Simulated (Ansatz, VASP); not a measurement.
**Ca in VASP and in Ansatz**

```
CELL_PARAMETERS angstrom
0.00000 2.79420 2.79420
2.93391 0.00000 2.79420
2.93391 2.79420 0.00000
ATOMIC_POSITIONS crystal
Ca 0.00000 0.00000 0.00000
```

Change from the starting cell: strain +0.0500 x Voigt [1, 0, 0, 0, 0, 0], atoms carried along.

Alike in both runs: task single point; functional r2SCAN; k mesh 14 × 14 × 14; occupations gaussian, width 0.15 eV; no spin polarisation.

|  | VASP | Ansatz |
| --- | --- | --- |
| version | VASP 6.6.1 | Ansatz 0.2.0 |
| potentials or method | VASP PAW PBE potentials, release 64 (Ca_sv), cutoff 520 eV | scalar-relativistic, plane waves, PAW |
| valence electrons in the cell | 10 | 10 |

VASP gave:

| Item | Value |
| --- | --- |
| gap on the k mesh at the Fermi level (eV) | none |
| pressure (GPa) | -0.9 |
| traceless stress, the component that is largest in VASP (GPa) | -0.31 |

Which values does Ansatz return?

gap on the k mesh at the Fermi level (eV): none; pressure (GPa): -1.0; traceless stress, the component that is largest in VASP (GPa): -0.31.

VASP's potentials were made for PBE, not for r2SCAN. A gap of «none» marks a metal or a gap that the smearing closes. The functional is the same, so the differences come from potentials, cutoffs and numerics.
